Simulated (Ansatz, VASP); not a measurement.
## MgHgSe2 in VASP and in Ansatz

The input POSCAR:

```
MgHgSe2
1.0
    4.3138610695      0.0000000000      0.0000000000
    0.0000000000      4.3138610695      0.0000000000
    0.0000000000      0.0000000000      5.9854478202
Mg Se Hg
1 2 1
Direct
    0.0000000000      0.0000000000      0.0000000000
    0.0000000000      0.5000000000      0.2354752525
    0.5000000000      0.0000000000      0.7645247475
    0.5000000000      0.5000000000      0.5000000000
```

INCAR.step1

```
ALGO     = Normal         # electronic algorithm
EDIFF    = 1E-5           # SCF threshold, eV
ENCUT    = 520            # plane-wave cutoff, eV
GGA      = PE             # functional
ISIF     = 2              # what is computed and relaxed
ISMEAR   = 0              # smearing method
LASPH    = T              # aspherical terms in the spheres
LCHARG   = F              # write CHGCAR
LREAL    = F              # projectors in reciprocal space
LWAVE    = T              # write WAVECAR
NBANDS   = 21             # bands
NELM     = 100            # most SCF steps
PREC     = Accurate       # precision mode
SIGMA    = 0.01           # smearing width, eV
```

File INCAR.step2:

```
AEXX     = 0.25           # exact-exchange fraction
ALGO     = Normal         # electronic algorithm
EDIFF    = 1E-7           # SCF threshold, eV
ENCUT    = 520            # plane-wave cutoff, eV
GGA      = PE             # functional
ISIF     = 2              # what is computed and relaxed
ISMEAR   = 0              # smearing method
ISTART   = 1            
LASPH    = T              # aspherical terms in the spheres
LCHARG   = F              # write CHGCAR
LHFCALC  = T              # exact exchange
LREAL    = F              # projectors in reciprocal space
LWAVE    = F              # write WAVECAR
NBANDS   = 21             # bands
NELM     = 100            # most SCF steps
PREC     = Accurate       # precision mode
PRECFOCK = Normal       
SIGMA    = 0.01           # smearing width, eV
```

Contents of KPOINTS:

```
k-points
0
Gamma
  4 4 4
```

Input for Ansatz:

```yaml
crystal:
  lattice:
    - [4.3138610695, 0.0, 0.0]
    - [0.0, 4.3138610695, 0.0]
    - [0.0, 0.0, 5.9854478202]
  atoms:
    - { symbol: Mg, position: [0.0, 0.0, 0.0] }
    - { symbol: Se, position: [0.0, 0.5, 0.2354752525] }
    - { symbol: Hg, position: [0.5, 0.5, 0.5] }
    - { symbol: Se, position: [0.5, 0.0, 0.7645247475] }
kpoints:
  mp_grid: { grid: [4, 4, 4] }
  band_path:
    path:
      - [0.0, 0.0, 0.0]
      - [0.0, 0.5, 0.0]
      - [0.5, 0.5, 0.0]
      - [0.0, 0.0, 0.5]
      - [0.0, 0.5, 0.5]
      - [0.5, 0.5, 0.5]
    npoints: 1
hamiltonian:
  xc: pbe0
scf:
  occupations: { method: fixed }
  n_extra_bands: 5
output:
  forces: true
  stress: true
  eigenvalues: true
```

Alike in both runs: task single point; functional PBE0; k mesh 4 × 4 × 4; no spin polarisation.

|  | VASP | Ansatz |
| --- | --- | --- |
| version | VASP 6.6.1 | Ansatz 0.2.0 |
| potentials or method | VASP PAW PBE potentials, release 64 (Mg, Se, Hg) | plane waves, PAW |
| plane-wave cutoff (eV) | 520 | 420 |
| occupations | gaussian, width 0.01 eV | fixed |
| valence electrons in the cell | 26 | 62 |

|  | VASP | Ansatz | Ansatz less VASP |
| --- | --- | --- | --- |
| gap on the k mesh at the Fermi level (eV) | 2.14 | 2.11 | -0.028 |
| pressure (GPa) | -0.1 | -0.1 | +0.07 |
| rms of the force components (eV/Å) | 0.008 | 0.026 | +0.0174 |

VASP's potentials hold 26 valence electrons a cell and Ansatz's 62, so a difference there can come from the potentials and not from the codes. Ansatz's warnings: stress exchange threshold loose, stress scf threshold loose.

Neither program's run includes spin-orbit coupling.
